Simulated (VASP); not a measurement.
## Pt: single point with PBE

Crystal: Pt.

```xyz
2
Lattice="4.2142 0.0000 0.0021 0.0000 5.9594 -0.0641 -2.1064 1.4758 1.3247" Properties=species:S:1:pos:R:3 pbc="T T T"
Pt    0.0000    2.9797   -0.0320
Pt    0.0000    0.0000    0.0000
```

```yaml
Program: VASP 6.6.1
Task: single point
Functional: PBE
Potentials_or_basis: VASP PAW PBE potentials, release 64 (Pt)
Cutoff: 520 eV
k_mesh: 8 × 6 × 26, shifted
Occupations: gaussian, width 0.1 eV
Spin: no spin polarisation
Dipole_correction: no
Further_INCAR_settings: ALGO = Fast; EDIFF = 1e-06; NBANDS = 17
```

The pressure is -12.8 GPa and the band gap on the k mesh is zero (bands 10 and 11 overlap by 1.55 eV).

Stress tensor (GPa, compression positive):
```
-19.55   0.03  -0.11
  0.03 -17.90   0.32
 -0.11   0.32  -0.88
```

Levels at points of the mesh, in eV from the Fermi level:
| k point | band 7 | band 8 | band 9 | band 10 | band 11 | band 12 | band 13 | band 14 |
| --- | --- | --- | --- | --- | --- | --- | --- | --- |
| (0.06, 0.08, 0.02) | -1.51 | -1.02 | -0.37 | -0.15 | 0.30 | 3.04 | 7.87 | 10.66 |

It took 3.1 min on 1 thread of Intel(R) Xeon(R) 6975P-C (Granite Rapids), on a shared host, peak memory 0.43 GiB.

Caveat: the stress differs along the axes, from -20 to -1 GPa; spin-orbit coupling is left out, which moves the levels of the heavy elements.
